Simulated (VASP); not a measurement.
# Ca (Fm-3m) in VASP: further runs

Ca is run at these levels: r2SCAN; tasks: single point, relaxation of cell and atoms.

All numbers are computed with VASP 6.6.1; they aren't measurements. Logs are shortened: lines on timing, memory, paths and dates and some standing lists are left out, and cuts for length are marked.

## Step 1: The cell of the first run

It takes space group Fm-3m (No. 225, cubic). Conventional cell: a = 5.565 Å, b = 5.565 Å, c = 5.565 Å, α = 90.00°, β = 90.00°, γ = 90.00°. Ca (site symmetry m-3m) has 12 Ca at 3.93 Å within 5.2 Å.

## Step 2: Single point, r2SCAN

POSCAR reads:

```
Ca
1.0
    0.0000000000      2.7824617440      2.7824617440
    2.7824617440      0.0000000000      2.7824617440
    2.7824617440      2.7824617440      0.0000000000
Ca
1
Direct
    0.0000000000      0.0000000000      0.0000000000
```

INCAR.step1 reads:

```
SYSTEM = Ca
PREC     = Accurate       ! precision mode
ENCUT    = 520            ! plane-wave cutoff, eV
ISMEAR   = -1             ! smearing method
SIGMA    = 0.1            ! smearing width, eV
LREAL    = .False.        ! projectors in reciprocal space
LASPH    = .True.         ! aspherical terms in the spheres
NELM     = 80             ! most SCF steps
NBANDS   = 11             ! bands
GGA      = PE             ! functional
ALGO     = Normal         ! electronic algorithm
EDIFF    = 1E-4           ! SCF threshold, eV
LWAVE    = .True.         ! write WAVECAR
LCHARG   = .False.        ! write CHGCAR
```

INCAR.step2 reads:

```
SYSTEM = Ca
PREC     = Accurate       ! precision mode
ENCUT    = 520            ! plane-wave cutoff, eV
EDIFF    = 1E-6           ! SCF threshold, eV
ISMEAR   = -1             ! smearing method
SIGMA    = 0.1            ! smearing width, eV
LREAL    = .False.        ! projectors in reciprocal space
LASPH    = .True.         ! aspherical terms in the spheres
NELM     = 80             ! most SCF steps
ALGO     = Normal         ! electronic algorithm
ISIF     = 2              ! what is computed and relaxed
LWAVE    = .False.        ! write WAVECAR
LCHARG   = .False.        ! write CHGCAR
METAGGA  = R2SCAN         ! meta-GGA
LMIXTAU  = .True.       
NBANDS   = 11             ! bands
ISTART   = 1
```

KPOINTS reads:

```
Automatic mesh
0
Gamma
  6 6 6
  0 0 0
```

Potentials or basis: VASP PAW PBE potentials, release 64 (Ca_sv).

Command:

```sh
$ cat potpaw_PBE.64/Ca_sv/POTCAR > POTCAR
$ cp INCAR.step1 INCAR
$ mpirun -np 1 vasp_std > vasp.out
$ cp INCAR.step2 INCAR
$ mpirun -np 1 vasp_std > vasp.out
```

OUTCAR:

```text
SYSTEM = Ca
   PREC = Accurate
   ENCUT = 520
   EDIFF = 1E-6
   ISMEAR = -1
   LREAL = .False.
   LASPH = .True.
   NELM = 80
   ISIF = 2
   METAGGA = R2SCAN
   ISTART = 1

 ion  position               nearest neighbor table
   1  0.000  0.000  0.000-

  LATTYP: Found a face centered cubic cell.
 ALAT       =     5.5649234880

  Lattice vectors:

 A1 = (   0.0000000000,   2.7824617440,   2.7824617440)
 A2 = (   2.7824617440,   0.0000000000,   2.7824617440)
 A3 = (   2.7824617440,   2.7824617440,   0.0000000000)

Analysis of symmetry for initial positions (statically):
=====================================================================
 Subroutine PRICEL returns:
 Original cell was already a primitive cell.

 Routine SETGRP: Setting up the symmetry group for a
 face centered cubic supercell.

 Subroutine GETGRP returns: Found 48 space group operations
 (whereof 48 operations were pure point group operations)
 out of a pool of 48 trial point group operations.

The static configuration has the point symmetry O_h .

Analysis of symmetry for dynamics (positions and initial velocities):
=====================================================================
 Subroutine PRICEL returns:
 Original cell was already a primitive cell.

 Routine SETGRP: Setting up the symmetry group for a
 face centered cubic supercell.

 Subroutine GETGRP returns: Found 48 space group operations
 (whereof 48 operations were pure point group operations)
 out of a pool of 48 trial point group operations.

The dynamic configuration has the point symmetry O_h .

 Subroutine INISYM returns: Found 48 space group operations
 (whereof 48 operations are pure point group operations),
 and found     1 'primitive' translations

----------------------------------------------------------------------------------------

                                     Primitive cell

  volume of cell :      43.0842

  direct lattice vectors                    reciprocal lattice vectors
     0.000000000  2.782461744  2.782461744    -0.179696990  0.179696990  0.179696990
     2.782461744  0.000000000  2.782461744     0.179696990 -0.179696990  0.179696990
     2.782461744  2.782461744  0.000000000     0.179696990  0.179696990 -0.179696990

  length of vectors
     3.934995135  3.934995135  3.934995135     0.311244317  0.311244317  0.311244317

  position of ions in fractional coordinates (direct lattice)
     0.000000000  0.000000000  0.000000000

  ion indices of the primitive-cell ions
   primitive index   ion index
                 1           1

----------------------------------------------------------------------------------------

 KPOINTS: Automatic mesh

Automatic generation of k-mesh.
 Grid dimensions read from file:
 generate k-points for:    6    6    6

 Generating k-lattice:

  Cartesian coordinates                     Fractional coordinates (reciprocal lattice)
    -0.029949498  0.029949498  0.029949498     0.166666667  0.000000000  0.000000000
     0.029949498 -0.029949498  0.029949498     0.000000000  0.166666667  0.000000000
     0.029949498  0.029949498 -0.029949498     0.000000000  0.000000000  0.166666667

  Length of vectors
     0.051874053  0.051874053  0.051874053

  Shift w.r.t. Gamma in fractional coordinates (k-lattice)
     0.000000000  0.000000000  0.000000000

 Subroutine IBZKPT returns following result:
 ===========================================

 Found     16 irreducible k-points:

 Following reciprocal coordinates:
            Coordinates               Weight
  0.000000  0.000000  0.000000      1.000000
  0.166667  0.000000  0.000000      8.000000
  0.333333  0.000000  0.000000      8.000000
  0.500000  0.000000  0.000000      4.000000
  0.166667  0.166667  0.000000      6.000000
  0.333333  0.166667  0.000000     24.000000
[... 8 lines left out ...]
 -0.333333  0.333333  0.166667     24.000000
 -0.333333  0.500000  0.166667     12.000000
   k-points           NKPTS =     16   k-points in BZ     NKDIM =     16   number of bands    NBANDS=     11
   number of dos      NEDOS =    301   number of ions     NIONS =      1
   total plane-waves  NPLWV =  27000
   dimension x,y,z NGX =    30 NGY =   30 NGZ =   30
   dimension x,y,z NGXF=    60 NGYF=   60 NGZF=   60
   ions per type =               1
   NGX,Y,Z   is equivalent  to a cutoff of  12.67, 12.67, 12.67 a.u.
   NGXF,Y,Z  is equivalent  to a cutoff of  25.35, 25.35, 25.35 a.u.
 SYSTEM =  Ca
   PREC   = accura    normal or accurate (medium, high low for compatibility)
   ISTART =      1    job   : 0-new  1-cont  2-samecut
   ICHARG =      0    charge: 1-file 2-atom 10-const
   ISPIN  =      1    spin polarized calculation?
   LNONCOLLINEAR =      F non collinear calculations
   LSORBIT =      F    spin-orbit coupling
   LASPH  =      T    aspherical Exc in radial PAW
   ENCUT  =  520.0 eV  38.22 Ry    6.18 a.u.   7.32  7.32  7.32*2*pi/ulx,y,z
   NELM   =     80;   NELMIN=  2; NELMDL=  0     # of ELM steps
   EDIFF  = 0.1E-05   stopping-criterion for ELM
   LREAL  =      F    real-space projection
   EDIFFG = 0.1E-04   stopping-criterion for IOM
   NSW    =      0    number of steps for IOM
   IBRION =     -1    ionic relax: 0-MD 1-quasi-New 2-CG
   NFREE  =      0    steps in history (QN), initial steepest desc. (CG)
   ISIF   =      2    stress and relaxation
   ISYM   =      2    0-nonsym 1-usesym 2-fastsym
   POTIM  = 0.5000    time-step for ionic-motion
   TEBEG  =    0.0;   TEEND  =   0.0 temperature during run
   PSTRESS=    0.0 pullay stress
   NELECT =      10.0000    total number of electrons
   NUPDOWN=      -1.0000    fix difference up-down
   EMIN   =  10.00;   EMAX   =-10.00  energy-range for DOS
   EFERMI =   0.00;   METHOD = LEGACY
   ISMEAR =    -1;   SIGMA  =   0.10  broadening in eV -4-tet -1-fermi 0-gaus
   EFERMI_NEDOS =   21; number of points for ismear=-14 and -15
   IALGO  =     38    algorithm
   IMIX   =      4    mixing-type and parameters
     AMIX     =   0.40;   BMIX     =  1.00
     AMIX_MAG =   1.60;   BMIX_MAG =  1.00
  volume/ion in A,a.u.               =      43.08       290.75
  Fermi-wavevector in a.u.,A,eV,Ry     =   1.006087  1.901229 13.771973  1.012211
  Thomas-Fermi vector in A             =   2.138808
   LORBIT       =      0    0 simple, 1 ext, 2 COOP (PROOUT), +10 PAW based schemes
   METAGGA = R2SCAN    functional components
   LHFCALC =     F    Hartree Fock is set to
   AEXX    =    0.0000 exact exchange contribution
   IVDW    =     0    specifies the selected vdW correction
   LEPSILON=     F    determine dielectric tensor
   LRPA    =     F    only Hartree local field effects (RPA)
 non-spin polarized calculation
  energy-cutoff  :      520.00
  volume of cell :       43.08
 maximum number of plane-waves:      1211
 NGX is ok and might be reduce to    30
   NGX = 15   NGY = 15   NGZ = 15

 number of electron       9.9999998 magnetization

 Free energy of the ion-electron system (eV)
  ---------------------------------------------------
  ext. energy  EPLUGINS =         0.00000000
  ---------------------------------------------------
  free energy    TOTEN  =        -7.03724786 eV

  energy without entropy =       -6.98693257  energy(sigma->0) =       -7.01209022

 E-fermi :   1.9726     XC(G=0):  -8.1481

 val. band max:        1.9055577923   @ k =  -0.3333   0.3333   0.1667
 cond. band min:       1.9794002413   @ k =  -0.3333   0.5000   0.1667
 fundamental gap:      0.0738424490
 Fermi energy:         1.9725590831

 k-point     1 :       0.0000    0.0000    0.0000
  band No.  band energies     occupation
      1     -41.8943      2.00000
      2     -21.9265      2.00000
      3     -21.9265      2.00000
      4     -21.9264      2.00000
      5      -2.3308      2.00000
      6       4.6037      0.00000
      7       4.6037      0.00000
      8       4.6037      0.00000
      9       5.7090      0.00000
     10       5.7090      0.00000
     11      11.4283      0.00000

 k-point     2 :       0.1667    0.0000    0.0000
  band No.  band energies     occupation
      1     -41.8911      2.00000
      2     -21.9609      2.00000
      3     -21.9311      2.00000
      4     -21.9311      2.00000
      5      -1.8441      2.00000
      6       4.0784      0.00000
      7       4.7381      0.00000
      8       4.7382      0.00000
      9       5.6115      0.00000
     10       5.6115      0.00000
     11      11.0562      0.00000

 k-point     3 :       0.3333    0.0000    0.0000
  band No.  band energies     occupation
      1     -41.8845      2.00000
      2     -22.0290      2.00000
      3     -21.9404      2.00000
      4     -21.9404      2.00000
      5      -0.5147      2.00000
      6       2.9291      0.00014
      7       4.6176      0.00000
      8       4.6176      0.00000
      9       5.9984      0.00000
     10       5.9985      0.00000
     11       8.6109      0.00000

 k-point     4 :       0.5000    0.0000    0.0000
  band No.  band energies     occupation
      1     -41.8812      2.00000
      2     -22.0626      2.00000
      3     -21.9451      2.00000
      4     -21.9450      2.00000
      5       0.9809      1.99990
      6       1.6216      1.94191
      7       4.4627      0.00000
      8       4.4627      0.00000
      9       6.4138      0.00000
     10       6.4138      0.00000
     11       7.5925      0.00000
[... 127 lines left out ...]
 k-point    14 :       0.5000    0.3333    0.1667
  band No.  band energies     occupation
      1     -41.8801      2.00000
      2     -22.0277      2.00000
      3     -21.9814      2.00000
      4     -21.9567      2.00000
      5       0.5356      2.00000
      6       2.9446      0.00012
      7       3.4757      0.00000
      8       5.1938      0.00000
      9       5.7930      0.00000
     10       6.6688      0.00000
     11       8.6124      0.00000

 k-point    15 :      -0.3333    0.3333    0.1667
  band No.  band energies     occupation
      1     -41.8779      2.00000
      2     -22.0319      2.00000
      3     -21.9978      2.00000
      4     -21.9644      2.00000
      5       1.9056      1.32301
      6       2.0974      0.44579
      7       3.2310      0.00001
      8       5.0044      0.00000
      9       6.2343      0.00000
     10       7.0524      0.00000
     11       7.2526      0.00000

 k-point    16 :      -0.3333    0.5000    0.1667
  band No.  band energies     occupation
      1     -41.8769      2.00000
      2     -22.0349      2.00000
      3     -21.9956      2.00000
      4     -21.9768      2.00000
      5       1.9794      0.96581
      6       2.6754      0.00177
      7       2.7384      0.00094
      8       5.2218      0.00000
      9       6.6039      0.00000
     10       7.0463      0.00000
     11       7.7217      0.00000

------------------------ aborting loop because EDIFF is reached ----------------------------------------

  FORCE on cell =-STRESS in cart. coord.  units (eV):
  Direction    XX          YY          ZZ          XY          YZ          ZX
  --------------------------------------------------------------------------------------
  -------------------------------------------------------------------------------------
  Total        0.0130312      0.0130312      0.0130312     -0.0000000     -0.0000000     -0.0000000
  in kB        0.4845930      0.4845930      0.4845930     -0.0000000     -0.0000000     -0.0000000
  external PRESSURE =       0.4845930 kB  Pullay stress =       0.0000000 kB

 VOLUME and BASIS-vectors are now :
 -----------------------------------------------------------------------------
  energy-cutoff  :      520.00
  volume of cell :       43.08
      direct lattice vectors                 reciprocal lattice vectors
     0.000000000  2.782461744  2.782461744    -0.179696990  0.179696990  0.179696990
     2.782461744  0.000000000  2.782461744     0.179696990 -0.179696990  0.179696990
     2.782461744  2.782461744  0.000000000     0.179696990  0.179696990 -0.179696990

 POSITION                                       TOTAL-FORCE (eV/Angst)
 -----------------------------------------------------------------------------------
      0.00000      0.00000      0.00000        -0.000000      0.000000     -0.000000
 -----------------------------------------------------------------------------------
    total drift:                               -0.000000     -0.000000     -0.000000

  FREE ENERGIE OF THE ION-ELECTRON SYSTEM (eV)
  ---------------------------------------------------
  free  energy   TOTEN  =        -7.0372478610 eV

  energy  without entropy=       -6.9869325709  energy(sigma->0) =       -7.01209022
```

It took 42 s on 1 thread of AMD EPYC 9R45 (Zen 5), shared host; peak memory 0.13 GiB.

Results:

- Free energy: -7.0372 eV
- Pressure: 0.0 GPa
- Band gap on the k mesh: zero (band 5 reaches 1.98 eV, above the bottom of band 6 at 1.62 eV)

Caveat: the PAW data sets were made with another functional, which shifts forces and pressure a little.

## Step 3: Relaxation of cell and atoms, r2SCAN

This run uses another cell than the first one, of 43.63 Å³/atom, 1.013 times its volume.

POSCAR reads:

```
Ca
1.0
    0.0000000000      2.7942000000      2.7942000000
    2.7942000000      0.0000000000      2.7942000000
    2.7942000000      2.7942000000      0.0000000000
Ca
1
Direct
    0.0000000000      0.0000000000      0.0000000000
```

INCAR.step1 reads:

```
SYSTEM = Ca
  ALGO = Normal
  EDIFF = 1E-4
  ENCUT = 600
  GGA = PE
  ISMEAR = -1
  LASPH = .TRUE.
  LCHARG = .FALSE.
  LREAL = .FALSE.
  LWAVE = .TRUE.
  NELM = 80
  PREC = Accurate
  SIGMA = 0.1
```

INCAR.step2 reads:

```
SYSTEM = Ca
  ALGO = Normal
  EDIFF = 1E-6
  EDIFFG = -0.02
  ENCUT = 600
  IBRION = 2
  ISIF = 3
  ISMEAR = -1
  ISTART = 1
  LASPH = .TRUE.
  LCHARG = .FALSE.
  LMIXTAU = .TRUE.
  LREAL = .FALSE.
  LWAVE = .FALSE.
  METAGGA = R2SCAN
  NELM = 80
  NSW = 80
  PREC = Accurate
  SIGMA = 0.1
```

KPOINTS reads:

```
k-points
0
G
  6 6 6
  0 0 0
```

Potentials or basis: VASP PAW PBE potentials, release 64 (Ca_sv).

Command:

```sh
$ cat potpaw_PBE.64/Ca_sv/POTCAR > POTCAR
$ cp INCAR.step1 INCAR
$ mpirun -np 1 vasp_std > vasp.out
$ cp INCAR.step2 INCAR
$ mpirun -np 1 vasp_std > vasp.out
```

OUTCAR:

```text
SYSTEM = Ca
   EDIFF = 1E-6
   EDIFFG = -0.02
   ENCUT = 600
   IBRION = 2
   ISIF = 3
   ISMEAR = -1
   ISTART = 1
   LASPH = .TRUE.
   LREAL = .FALSE.
   METAGGA = R2SCAN
   NELM = 80
   NSW = 80
   PREC = Accurate

 ion  position               nearest neighbor table
   1  0.000  0.000  0.000-

  LATTYP: Found a face centered cubic cell.
 ALAT       =     5.5884000000

  Lattice vectors:

[... 408 lines left out ...]
      8       5.1758      0.00000
      9       6.5507      0.00000

------------------------ aborting loop because EDIFF is reached ----------------------------------------

  FORCE on cell =-STRESS in cart. coord.  units (eV):
  Direction    XX          YY          ZZ          XY          YZ          ZX
  --------------------------------------------------------------------------------------
  -------------------------------------------------------------------------------------
  Total       -0.0167931     -0.0167931     -0.0167931      0.0000000      0.0000000      0.0000000
  in kB       -0.6201122     -0.6201122     -0.6201122      0.0000000      0.0000000      0.0000000
  external PRESSURE =      -0.6201122 kB  Pullay stress =       0.0000000 kB

 VOLUME and BASIS-vectors are now :
 -----------------------------------------------------------------------------
  energy-cutoff  :      600.00
  volume of cell :       43.39
      direct lattice vectors                 reciprocal lattice vectors
    -0.000000000  2.788990062  2.788990062    -0.179276365  0.179276365  0.179276365
     2.788990062  0.000000000  2.788990062     0.179276365 -0.179276365  0.179276365
     2.788990062  2.788990062 -0.000000000     0.179276365  0.179276365 -0.179276365

 POSITION                                       TOTAL-FORCE (eV/Angst)
 -----------------------------------------------------------------------------------
      0.00000      0.00000      0.00000         0.000000      0.000000     -0.000000
 -----------------------------------------------------------------------------------
    total drift:                                0.000000      0.000000      0.000000

  FREE ENERGIE OF THE ION-ELECTRON SYSTEM (eV)
  ---------------------------------------------------
  free  energy   TOTEN  =        -7.0388301713 eV

  energy  without entropy=       -6.9883315505  energy(sigma->0) =       -7.01358086

 reached required accuracy - stopping structural energy minimisation
```

OSZICAR.step1:

```text
N       E                     dE             d eps       ncg     rms          rms(c)
DAV:   1     0.670820549733E+02    0.67082E+02   -0.52141E+03   288   0.110E+03
DAV:   2    -0.558175829966E+00   -0.67640E+02   -0.67321E+02   296   0.238E+02
DAV:   3    -0.180556284259E+01   -0.12474E+01   -0.12323E+01   368   0.356E+01
DAV:   4    -0.194397904557E+01   -0.13842E+00   -0.13705E+00   503   0.801E+00
DAV:   5    -0.194449011380E+01   -0.51107E-03   -0.51093E-03   419   0.520E-01    0.226E+00
DAV:   6    -0.193763814719E+01    0.68520E-02   -0.13551E-02   367   0.144E+00    0.139E+00
DAV:   7    -0.193628510705E+01    0.13530E-02   -0.18728E-02   347   0.189E+00    0.106E-01
DAV:   8    -0.193579384581E+01    0.49126E-03   -0.23574E-03   346   0.519E-01    0.200E-02
DAV:   9    -0.193580657730E+01   -0.12731E-04   -0.11422E-04   362   0.847E-02
   1 F= -.19358066E+01 E0= -.19078090E+01  d E =-.559951E-01
```

It took 70 s on 1 thread of AMD EPYC 9R45 (Zen 5), shared host; peak memory 0.15 GiB.

What came out:

- Free energy: -7.0388 eV
- Relaxed volume: 43.39 Å³/atom
- Relaxed cell: a = 3.944 Å, b = 3.944 Å, c = 3.944 Å, α = 60.00°, β = 60.00°, γ = 60.00°
- Space group after relaxing (to 0.05 Å): Fm-3m (No. 225)
- Energy gained by relaxing: 0.2 meV/atom
- Ionic steps: 2
- Pressure after relaxing: -0.1 GPa
- Band gap on the k mesh: zero (band 5 reaches 1.96 eV, above the bottom of band 6 at 1.59 eV)

Step by step:
```tsv
step	energy change (eV)	largest force (eV/Å)	pressure (GPa)	volume (Å³)
1	0.0000	0.0000	-0.14	43.63
2	-0.0002	0.0000	-0.06	43.39
```

Final structure:
```xyz
1
Lattice="0.0000 2.7890 2.7890 2.7890 0.0000 2.7890 2.7890 2.7890 0.0000" Properties=species:S:1:pos:R:3 pbc="T T T"
Ca    0.0000    0.0000    0.0000
```

Caveat: the PAW data sets were made with another functional, which shifts forces and pressure a little.
